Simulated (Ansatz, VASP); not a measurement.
**TiO2 in VASP and in Ansatz**

```
Ti O
1.0
     5.58222    0.00000    0.00000
    -2.79111    4.83435    0.00000
     0.00000    0.00000    6.08247
Ti O
3 6
Direct
  0.46694 0.00000 0.33333
  0.00000 0.46694 0.66667
  0.53306 0.53306 0.00000
  0.58107 0.85143 0.12066
  0.72963 0.14857 0.54600
  0.27037 0.41893 0.78733
  0.85143 0.58107 0.87934
  0.14857 0.72963 0.45400
  0.41893 0.27037 0.21267
```

Alike in both runs: functional revPBE; k mesh 5 × 5 × 4; occupations fermi-dirac, width 0.05 eV; no spin polarisation.

|  | VASP | Ansatz |
| --- | --- | --- |
| version | VASP 6.6.1 | Ansatz 0.2.0 |
| potentials or method | VASP PAW PBE potentials, release 64 (Ti_sv, O) | Ansatz PAW |
| plane-wave cutoff (eV) | 520 | 420 |
| valence electrons in the cell | 72 | 72 |
| task | single point | band structure |

|  | VASP | Ansatz | Ansatz less VASP |
| --- | --- | --- | --- |
| gap on the k mesh at the Fermi level (eV) | 3.57 | 3.59 | +0.026 |
| least direct gap on the mesh (eV) | 3.57 | 3.59 | +0.026 |
| pressure (GPa) | 3.7 | 3.3 | -0.36 |
| rms of the force components (eV/Å) | 0.086 | 0.070 | -0.0160 |

VASP's potentials were made for PBE, not for revPBE. Atom by atom the forces differ by 0.016 eV/Å (rms over components).
